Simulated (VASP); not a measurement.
Wanted: the native input for a VASP 6.6.1 run.

* Task: single point
* Functional: LDA
* Potentials or basis: VASP PAW LDA potentials, release 64 (Ge_d, C, N)
* Cutoff: 520 eV
* k mesh: 12 × 12 × 12
* Occupations: gaussian, width 0.05 eV
* Spin: no spin polarisation
* Dipole correction: no
* Further INCAR settings: ALGO = Normal; EDIFF = 1e-06; NBANDS = 22

The structure of GeCN2 lies in POSCAR:

```
GeCN2
1.0
    1.7226889807      0.9945949467      4.8588225324
   -1.7226889807      0.9945949467      4.8588225324
    0.0000000000     -1.9891898935      4.8588225324
Ge C N
1 1 2
Direct
    0.0000000000      0.0000000000      0.0000000000
    0.5000000000      0.5000000000      0.5000000000
    0.4155196828      0.4155196828      0.4155196828
    0.5844803172      0.5844803172      0.5844803172
```

One way to write it, as run:

INCAR

```
  PREC = Accurate
  ENCUT = 520
  EDIFF = 1E-6
  ISMEAR = 0
  SIGMA = 0.05
  LREAL = F
  LASPH = T
  NELM = 60
  ALGO = Normal
  ISIF = 2
  LWAVE = F
  LCHARG = F
  NBANDS = 22
```

KPOINTS

```
regular mesh
0
Gamma
  12 12 12
```

Potentials or basis: VASP PAW LDA potentials, release 64 (Ge_d, C, N).

Command:

```sh
$ cat potpaw_LDA.64/Ge_d/POTCAR potpaw_LDA.64/C/POTCAR potpaw_LDA.64/N/POTCAR > POTCAR
$ mpirun -np 1 vasp_std > vasp.out
```

It gave:

```
Pressure               : 0.3 GPa
Largest force          : 0.151 eV/Å
Band gap on the k mesh : 0.70 eV (least direct gap 1.38 eV)
```

Wall time 110 s on 1 thread of Intel(R) Xeon(R) 6975P-C (Granite Rapids) (shared host), peak memory 0.34 GiB.
